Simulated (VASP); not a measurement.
Runs of VASP 6.6.1 on GaAs. The structure is that of space group F-43m (No. 216), or close to it. The cells are those of the table. 

```tsv
task	level	potentials or basis	cell	cutoff (eV)	gap on the mesh (eV)	pressure (GPa)	relaxed volume (Å³/atom)
relaxation of cell and atoms	PBEsol	VASP PAW PBE potentials, release 64 (Ga_d, As)	relaxed from a = 3.998 Å, angles 60.0°, 2 atoms	600	0.42	0.0	(a)
relaxation of the atoms	r2SCAN	VASP PAW PBE potentials, release 64 (Ga_d, As)	atoms relaxed from a = 3.952 Å, angles 60.0°, 2 atoms	520	1.28	3.4	-
relaxation of cell and atoms	LDA	VASP PAW LDA potentials, release 64 (Ga_d, As)	relaxed from a = 3.998 Å, angles 60.0°, 2 atoms	600	(b)	0.0	22.07
relaxation of the atoms	r2SCAN	VASP PAW PBE potentials, release 64 (Ga_d, As)	atoms relaxed from a = 3.924 Å, angles 60.0°, 2 atoms	520	1.45	5.4	-
relaxation of cell and atoms	r2SCAN	VASP PAW PBE potentials, release 64 (Ga_d, As)	relaxed from a = 3.998 Å, angles 60.0°, 2 atoms	600	0.94	0.0	22.76
```

Alike in all rows: no spin polarisation; k mesh 8 × 8 × 8; smearing fermi-dirac 0.02 eV.

Question: Fill in the values left out.

Answer: (a) 22.69; (b) 0.51.

Caveats: the PAW data sets were made with another functional, which shifts forces and pressure a little (at least some runs); the relaxation stopped at its first step, so nothing moved (at least some runs).

A k mesh can miss the band edges, and the runs leave out spin-orbit coupling on As, Ga.
